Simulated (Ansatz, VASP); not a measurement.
**One calculation of Ir, two programs**

```
Ir
1.0
     0.00000    2.02656    1.72258
     2.02656    0.00000    1.72258
     2.02656    2.02656    0.00000
Ir
1
Direct
  0.00000 0.00000 0.00000
```

Alike in both runs: task single point; functional LDA; k mesh 24 × 24 × 24; occupations gaussian, width 0.15 eV; no spin polarisation.

|  | VASP | Ansatz |
| --- | --- | --- |
| version | VASP 6.6.1 | Ansatz 0.2.0 |
| potentials or method | VASP PAW LDA potentials, release 64 (Ir), cutoff 520 eV | scalar-relativistic, plane waves, PAW |
| valence electrons in the cell | 9 | 17 |

Ansatz gave:

| Property | Result |
| --- | --- |
| gap on the k mesh at the Fermi level (eV) | none |
| pressure (GPa) | -3.5 |
| traceless stress, the component that is largest in VASP (GPa) | 31.89 |

Question: Which values does VASP return?

Answer: gap on the k mesh at the Fermi level (eV): none; pressure (GPa): -1.2; traceless stress, the component that is largest in VASP (GPa): 31.71.

LDA's correlation is that of Perdew and Zunger in VASP and of Perdew and Wang (1992) in Ansatz. A gap of «none» marks a metal or a gap that the smearing closes. VASP's potentials hold 9 valence electrons a cell and Ansatz's 17, so a difference there can come from the potentials and not from the codes.

Spin-orbit coupling is off throughout.
